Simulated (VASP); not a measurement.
A run of VASP 6.6.1 is set up as follows.

INCAR

```
SYSTEM = AlCu2
PREC     = Accurate       ! precision mode
ENCUT    = 520            ! plane-wave cutoff, eV
EDIFF    = 1E-7           ! SCF threshold, eV
ISMEAR   = 0              ! smearing method
SIGMA    = 0.1            ! smearing width, eV
LREAL    = .False.        ! projectors in reciprocal space
LASPH    = .True.         ! aspherical terms in the spheres
NELM     = 100            ! most SCF steps
ALGO     = Normal         ! electronic algorithm
ISIF     = 2              ! what is computed and relaxed
LWAVE    = .False.        ! write WAVECAR
LCHARG   = .True.         ! write CHGCAR
GGA      = PE             ! functional
LELF     = .True.         ! ELF
LVHAR    = .True.       
NBANDS   = 20             ! bands
```

File KPOINTS:

```
Automatic mesh
0
Gamma
  12 12 18
  0 0 0
```

The input POSCAR:

```
AlCu2
1.0
    4.1694350827      0.0000000000      0.0000000000
   -2.0847175413      3.6108367010      0.0000000000
    0.0000000000      0.0000000000      2.5925998577
Al Cu
1 2
Direct
    0.0000000000      0.0000000000      0.0000000000
    0.3333333333      0.6666666667      0.5000000000
    0.6666666667      0.3333333333      0.5000000000
```

Potentials or basis: VASP PAW PBE potentials, release 64 (Al, Cu).

Launch:

```sh
$ cat potpaw_PBE.64/Al/POTCAR potpaw_PBE.64/Cu/POTCAR > POTCAR
$ mpirun -np 1 vasp_std > vasp.out
```

Problem. Estimate the pressure.

Solution. 0.4 GPa.

Stress tensor (GPa, compression positive):
```
0.44 0.00 0.00
0.00 0.44 0.00
0.00 0.00 0.19
```
